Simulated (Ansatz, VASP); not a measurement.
**One calculation of Au, two programs**

The input INCAR:

```
PREC     = Accurate       # precision mode
ENCUT    = 520            # plane-wave cutoff, eV
EDIFF    = 1E-6           # SCF threshold, eV
ISMEAR   = 0              # smearing method
SIGMA    = 0.15           # smearing width, eV
LREAL    = F              # projectors in reciprocal space
LASPH    = T              # aspherical terms in the spheres
NELM     = 60             # most SCF steps
ALGO     = Fast           # electronic algorithm
ISIF     = 2              # what is computed and relaxed
LWAVE    = F              # write WAVECAR
LCHARG   = F              # write CHGCAR
GGA      = PS             # functional
NBANDS   = 18             # bands
```

File KPOINTS:

```
regular mesh
0
Gamma
  24 24 12
```

The input POSCAR:

```
Au
1.0
    1.4100150311     -2.5170030989      0.0000000000
    1.4100150311      2.5170030989      0.0000000000
    0.0000000000      0.0000000000      4.8006775662
Au
2
Direct
    0.6638639510      0.3361360490      0.2500000000
    0.3361360490      0.6638639510      0.7500000000
```

Input for Ansatz:

```yaml
crystal:
  lattice:
    - [1.4100150311, -2.5170030989, 0.0]
    - [1.4100150311, 2.5170030989, 0.0]
    - [0.0, 0.0, 4.8006775662]
  atoms:
    - { symbol: Au, position: [0.663863951, 0.336136049, 0.25] }
    - { symbol: Au, position: [0.336136049, 0.663863951, 0.75] }
basis:
  ecutwfc: 420
kpoints:
  mp_grid: { grid: [24, 24, 12] }
hamiltonian:
  xc: pbesol
scf:
  occupations: { method: gaussian, width: 0.15 }
output:
  forces: true
  stress: true
  eigenvalues: true
```

Alike in both runs: task single point; functional PBEsol; k mesh 24 × 24 × 12; occupations gaussian, width 0.15 eV; no spin polarisation.

|  | VASP | Ansatz |
| --- | --- | --- |
| version | VASP 6.6.1 | Ansatz 0.2.0 |
| potentials or method | VASP PAW PBE potentials, release 64 (Au), cutoff 520 eV | scalar-relativistic, plane waves, PAW |
| valence electrons in the cell | 22 | 38 |

Ansatz gave:

- gap on the k mesh at the Fermi level (eV): none
- pressure (GPa): 0.0
- traceless stress, the component that is largest in VASP (GPa): 0.72
- rms of the force components (eV/Å): 0.003

Task: Which values does VASP return?

Result: gap on the k mesh at the Fermi level (eV): none; pressure (GPa): -0.2; traceless stress, the component that is largest in VASP (GPa): 0.72; rms of the force components (eV/Å): 0.003.

VASP's potentials were made for PBE, not for PBEsol. Atom by atom the forces differ by 0.000 eV/Å (rms over components). A gap of «none» marks a metal or a gap that the smearing closes. VASP's potentials hold 22 valence electrons a cell and Ansatz's 38, so a difference there can come from the potentials and not from the codes.

Spin-orbit coupling is off throughout.
